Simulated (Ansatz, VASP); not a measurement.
## SnGe2Te3 in VASP and in Ansatz

```
Sn Ge Te
1.0
     3.91137   -2.15816    0.00000
     3.91137    2.15816    0.00000
    -0.30813    0.00000   10.68080
Sn Ge Te
1 2 3
Cartesian
  -0.0594 0.0000 5.2912
  5.1494 0.0000 8.9291
  2.7516 0.0000 1.6539
  2.2307 0.0000 7.3204
  4.9576 0.0000 3.4589
  7.6611 0.0000 0.0485
```

Change from the starting cell: the structure that the rattled cell fell into.

Alike in both runs: task single point; functional PBE; k mesh 4 × 4 × 2; occupations gaussian, width 0.1 eV; no spin polarisation.

|  | VASP | Ansatz |
| --- | --- | --- |
| version | VASP 6.6.1 | Ansatz 0.2.0 |
| potentials or method | VASP PAW PBE potentials, release 64 (Sn_d, Ge_d, Te), cutoff 520 eV | scalar-relativistic, plane waves, PAW |
| valence electrons in the cell | 60 | 90 |

Ansatz gave:

```
gap on the k mesh at the Fermi level (eV)                     : 0.53
least direct gap on the mesh (eV)                             : 0.54
pressure (GPa)                                                : 0.0
traceless stress, the component that is largest in VASP (GPa) : 0.08
rms of the force components (eV/Å)                            : 0.045
```

Q: Which values does VASP return?

A: gap on the k mesh at the Fermi level (eV): 0.53; least direct gap on the mesh (eV): 0.54; pressure (GPa): -0.1; traceless stress, the component that is largest in VASP (GPa): 0.09; rms of the force components (eV/Å): 0.040.

Atom by atom the forces differ by 0.005 eV/Å (rms over components). VASP's potentials hold 60 valence electrons a cell and Ansatz's 90, so a difference there can come from the potentials and not from the codes.

Neither program's run includes spin-orbit coupling.
